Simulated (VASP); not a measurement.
A run of VASP 6.6.1:

INCAR

```
SYSTEM = Sr
  ALGO = Normal
  EDIFF = 1E-6
  ENCUT = 520
  GGA = PE
  ISIF = 2
  ISMEAR = -1
  LASPH = .True.
  LCHARG = .False.
  LREAL = .False.
  LWAVE = .False.
  NBANDS = 28
  NELM = 100
  PREC = Accurate
  SIGMA = 0.08
```

KPOINTS

```
k-points
0
Gamma
  9 9 3
  0 0 0
```

The input POSCAR:

```
Sr
1.0
    3.7532396118      0.0000000000      0.0000000000
   -1.8766198059      3.2504008503      0.0000000000
    0.0000000000      0.0000000000     12.2901579137
Sr
4
Direct
    0.0000000000      0.0000000000      0.0000000000
    0.0000000000      0.0000000000      0.5000000000
    0.3333333333      0.6666666667      0.2500000000
    0.6666666667      0.3333333333      0.7500000000
```

Potentials or basis: VASP PAW PBE potentials, release 64 (Sr_sv).

Launch:

```console
$ cat potpaw_PBE.64/Sr_sv/POTCAR > POTCAR
$ mpirun -np 1 vasp_std > vasp.out
```

Hardware: 1 thread of Intel Xeon 8259CL (shared host).

Problem. How long does it take, and how much memory?

Solution. Run time: 2.7 min on 1 thread of Intel Xeon 8259CL (shared host), peak memory 0.26 GiB. Counts: scf iterations 11, k points 24.
